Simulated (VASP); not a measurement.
A run of VASP 6.6.1 is set up as follows.

File POSCAR:

```
ZrB2
1.0
    3.1700000000      0.0000000000      0.0000000000
   -1.5850000000      2.7453005300      0.0000000000
    0.0000000000      0.0000000000      3.5330000000
Zr B
1 2
Direct
    0.0000000000      0.0000000000      0.0000000000
    0.6666666667      0.3333333333      0.5000000000
    0.3333333333      0.6666666667      0.5000000000
```

The input INCAR.step1:

```
SYSTEM = ZrB2
  PREC = Accurate
  ENCUT = 420
  EDIFF = 1E-6
  ISMEAR = 0
  SIGMA = 0.1
  LREAL = .FALSE.
  LASPH = .TRUE.
  NELM = 200
  ALGO = Normal
  ISIF = 2
  LWAVE = .FALSE.
  LCHARG = .TRUE.
  LMAXMIX = 4
  LDAU = .TRUE.
  LDAUTYPE = 2
  LDAUL = 2 -1
  LDAUU = 5.3 0
  LDAUJ = 0 0
  LDAUPRINT = 1
  GGA = PS
  IVDW = 13
  NBANDS = 16
  GGA_COMPAT = .FALSE.
  NEDOS = 2001
  LORBIT = 11
```

File KPOINTS.step1:

```
regular mesh
0
G
  10 10 8
  0 0 0
```

File INCAR.step2:

```
SYSTEM = ZrB2
  PREC = Accurate
  ENCUT = 420
  EDIFF = 1E-6
  ISMEAR = -5
  SIGMA = 0.1
  LREAL = .FALSE.
  LASPH = .TRUE.
  NELM = 200
  ALGO = Normal
  ISIF = 2
  LWAVE = .FALSE.
  LCHARG = .FALSE.
  LMAXMIX = 4
  LDAU = .TRUE.
  LDAUTYPE = 2
  LDAUL = 2 -1
  LDAUU = 5.3 0
  LDAUJ = 0 0
  LDAUPRINT = 1
  GGA = PS
  IVDW = 13
  LORBIT = 11
  NEDOS = 1001
  ICHARG = 11
  GGA_COMPAT = .FALSE.
```

KPOINTS.step2

```
regular mesh
0
G
  15 15 12
  0 0 0
```

Potentials or basis: VASP PAW PBE potentials, release 64 (Zr_sv, B).

The run is started by

```bash
$ cat potpaw_PBE.64/Zr_sv/POTCAR potpaw_PBE.64/B/POTCAR > POTCAR
$ cp INCAR.step1 INCAR
$ cp KPOINTS.step1 KPOINTS
$ mpirun -np 1 vasp_std > vasp.out
$ cp INCAR.step2 INCAR
$ cp KPOINTS.step2 KPOINTS
$ mpirun -np 1 vasp_std > vasp.out
```

Predict the dispersion energy per atom.

-0.181 eV.

Eigenvalues of the final occupation matrices:
| site | spin | trace | eigenvalues |
| --- | --- | --- | --- |
| site 1 d | 1 | 0.79 | 0.14 0.15 0.15 0.17 0.17 |
| site 1 d | 2 | 0.79 | 0.14 0.15 0.15 0.17 0.17 |

Caveat: U without spin polarisation on a metal has little footing; the U is typed as a test and isn't derived for this compound.
